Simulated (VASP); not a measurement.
# TiHg (P4/mmm) in VASP: notebook, part 3 of 3

VASP 6.6.1. Earlier steps stand in the parts before.

### 5 Electric field gradients, LDA (equal xx and yy strain of -2 %)

Contents of INCAR:

```
SYSTEM = TiHg
  PREC = Accurate
  ENCUT = 520
  EDIFF = 1E-8
  ISMEAR = -1
  SIGMA = 0.08
  LREAL = .FALSE.
  LASPH = .TRUE.
  NELM = 100
  ALGO = Normal
  ISIF = 2
  LWAVE = .FALSE.
  LCHARG = .FALSE.
  GGA = CA
  LEFG = .TRUE.
  NBANDS = 19
```

Contents of KPOINTS:

```
Automatic mesh
0
G
  14 14 10
  0 0 0
```

Contents of POSCAR:

```
TiHg
1.0
    2.9488200000      0.0000000000      0.0000000000
    0.0000000000      2.9488200000      0.0000000000
    0.0000000000      0.0000000000      4.0410000000
Ti Hg
1 1
Direct
    0.5000000000      0.5000000000      0.5000000000
    0.0000000000      0.0000000000      0.0000000000
```

Potentials or basis: VASP PAW LDA potentials, release 64 (Ti_sv, Hg).

On the command line:

```console
> cat potpaw_LDA.64/Ti_sv/POTCAR potpaw_LDA.64/Hg/POTCAR > POTCAR
> mpirun -np 1 vasp_std > vasp.out
```

OUTCAR:

```text
SYSTEM = TiHg
   PREC = Accurate
   ENCUT = 520
   EDIFF = 1E-8
   ISMEAR = -1
   LREAL = .FALSE.
   LASPH = .TRUE.
   NELM = 100
   ISIF = 2
   GGA = CA

 ion  position               nearest neighbor table
   1  0.500  0.500  0.500-   2 2.90   2 2.90   2 2.90   2 2.90   2 2.90   2 2.90   2 2.90   2 2.90

   2  0.000  0.000  0.000-   1 2.90   1 2.90   1 2.90   1 2.90   1 2.90   1 2.90   1 2.90   1 2.90

  LATTYP: Found a simple tetragonal cell.
 ALAT       =     2.9488200000
 C/A-ratio  =     1.3703786599

  Lattice vectors:

 A1 = (   2.9488200000,   0.0000000000,   0.0000000000)
 A2 = (   0.0000000000,   2.9488200000,   0.0000000000)
 A3 = (   0.0000000000,   0.0000000000,   4.0410000000)

Analysis of symmetry for initial positions (statically):
=====================================================================
 Subroutine PRICEL returns:
 Original cell was already a primitive cell.

 Routine SETGRP: Setting up the symmetry group for a
 simple tetragonal supercell.

 Subroutine GETGRP returns: Found 16 space group operations
 (whereof 16 operations were pure point group operations)
 out of a pool of 16 trial point group operations.

The static configuration has the point symmetry D_4h.

Analysis of symmetry for dynamics (positions and initial velocities):
=====================================================================
 Subroutine PRICEL returns:
 Original cell was already a primitive cell.

 Routine SETGRP: Setting up the symmetry group for a
 simple tetragonal supercell.

 Subroutine GETGRP returns: Found 16 space group operations
 (whereof 16 operations were pure point group operations)
[... 159 lines left out ...]
      1     -49.6398      2.00000
      2     -26.4304      2.00000
      3     -26.0451      2.00000
      4     -26.0451      2.00000
      5      -3.0664      2.00000
      6      -2.2077      2.00000
[... 505 lines left out ...]
      6      -1.2933      2.00000
[... 11 lines left out ...]
     18      14.0203      0.00000
     19      15.9889      0.00000

 [... further k-points ...]

------------------------ aborting loop because EDIFF is reached ----------------------------------------

  FORCE on cell =-STRESS in cart. coord.  units (eV):
  Direction    XX          YY          ZZ          XY          YZ          ZX
  --------------------------------------------------------------------------------------
  -------------------------------------------------------------------------------------
  Total       -0.2237808     -0.2237808     -0.2735745      0.0000000     -0.0000000     -0.0000000
  in kB      -10.2034709    -10.2034709    -12.4738591      0.0000000     -0.0000000     -0.0000000
  external PRESSURE =     -10.9602670 kB  Pullay stress =       0.0000000 kB

 VOLUME and BASIS-vectors are now :
 -----------------------------------------------------------------------------
  energy-cutoff  :      520.00
  volume of cell :       35.14
      direct lattice vectors                 reciprocal lattice vectors
     2.948820000  0.000000000  0.000000000     0.339118698  0.000000000  0.000000000
     0.000000000  2.948820000  0.000000000     0.000000000  0.339118698  0.000000000
     0.000000000  0.000000000  4.041000000     0.000000000  0.000000000  0.247463499

 POSITION                                       TOTAL-FORCE (eV/Angst)
 -----------------------------------------------------------------------------------
      1.47441      1.47441      2.02050         0.000000      0.000000      0.000000
      0.00000      0.00000      0.00000         0.000000      0.000000      0.000000
 -----------------------------------------------------------------------------------
    total drift:                                0.000000      0.000000     -0.000000

  FREE ENERGIE OF THE ION-ELECTRON SYSTEM (eV)
  ---------------------------------------------------
  free  energy   TOTEN  =        -9.8661526432 eV

  energy  without entropy=       -9.8138628674  energy(sigma->0) =       -9.84000776

 Electric field gradients (V/A^2)
---------------------------------------------------------------------
 ion       V_xx      V_yy      V_zz      V_xy      V_xz      V_yz
---------------------------------------------------------------------
   1     -12.509   -12.509    25.018     0.000    -0.000    -0.000
   2     112.122   112.122  -224.243     0.000     0.000     0.000
---------------------------------------------------------------------

 Electric field gradients after diagonalization (V/A^2)
 (convention: |V_zz| > |V_xx| > |V_yy|)
----------------------------------------------------------------------
 ion       V_xx      V_yy      V_zz     asymmetry (V_yy - V_xx)/ V_zz
----------------------------------------------------------------------
   1     -12.509   -12.509    25.018       0.000
   2     112.122   112.122  -224.243       0.000
----------------------------------------------------------------------

           NMR quadrupolar parameters

 Cq : quadrupolar parameter    Cq=e*Q*V_zz/h
 eta: asymmetry parameters     (V_yy - V_xx)/ V_zz
 Q  : nuclear electric quadrupole moment in mb (millibarn)
----------------------------------------------------------------------
 ion       Cq(MHz)       eta       Q (mb)
----------------------------------------------------------------------
   1       0.060       0.000       1.000
   2      -0.542       0.000       1.000
----------------------------------------------------------------------
```

stdout:

```text
POSCAR found type information on POSCAR TiHg
 POSCAR found :  2 types and       2 ions
 scaLAPACK will be used
 LDA part: xc-table for (Slater(with rela. corr.)+CA(PZ))
 , standard interpolation
 POSCAR, INCAR and KPOINTS ok, starting setup
 FFT: planning ... GRIDC
 FFT: planning ... GRID_SOFT
 FFT: planning ... GRID
 WAVECAR not read
 entering main loop
ion   1

ion   2
```

It took 64 s on 1 thread of Intel Xeon Platinum 8488C (Sapphire Rapids), shared host; peak memory 0.25 GiB.

What came out:

- Free energy: -9.8662 eV
- Pressure: -1.1 GPa
- Band gap on the k mesh: zero (bands 12 and 13 overlap by 1.23 eV)
- Largest electric field gradient by atom: Ti +25.0; Hg -224.2 V/Å²

Levels at points of the mesh, in eV from the Fermi level:
```csv
k point,band 9,band 10,band 11,band 12,band 13,band 14,band 15,band 16
"(0.00, 0.00, 0.00)",-7.10,-6.56,-0.52,-0.37,1.06,2.07,2.07,2.63
"(0.50, 0.00, 0.00)",-6.90,-3.88,-3.36,-1.21,-0.48,1.23,1.86,3.83
"(0.50, 0.50, 0.00)",-5.77,-2.06,0.38,0.38,1.24,1.24,1.52,3.43
"(0.00, 0.00, 0.50)",-6.61,-6.54,-4.79,-0.80,0.63,1.30,1.30,2.57
"(0.50, 0.00, 0.50)",-7.03,-3.57,-1.83,-0.72,-0.30,1.70,2.04,2.10
"(0.50, 0.50, 0.50)",-5.77,-2.21,-1.78,-1.78,1.58,1.63,3.44,5.89
```

Electric field gradients, principal values (V/Å²):
| atom | least | middle | greatest (by size) |
| --- | --- | --- | --- |
| 1 Ti | -12.509 | -12.509 | 25.018 |
| 2 Hg | 112.122 | 112.122 | -224.243 |

Caveat: the cell differs from its parent crystal (equal xx and yy strain of -2 %); without QUAD_EFG the Cq values of the log hold for a quadrupole moment of 1 mb, not for the nuclei; spin-orbit coupling is left out, which moves the levels of the heavy elements.

### 6 Overview

```csv
cell,gap on the mesh (eV),pressure (GPa)
"a = 2.948, b = 2.948, c = 3.959 Å, 2 atoms",none,2.0
"a = 2.968, b = 2.968, c = 3.986 Å, 2 atoms",none,-0.9
"a = 2.949, b = 2.949, c = 4.041 Å, 2 atoms",none,-1.1
```

Alike in all rows: task electric field gradients; level LDA; potentials or basis VASP PAW LDA potentials, release 64 (Ti_sv, Hg); no spin polarisation; k mesh 14 × 14 × 10; cutoff (eV) 520; smearing fermi-dirac 0.08 eV.

Caveats: spin-orbit coupling is left out, which moves the levels of the heavy elements.

Absolute energies hang on the potentials; compare differences alone.
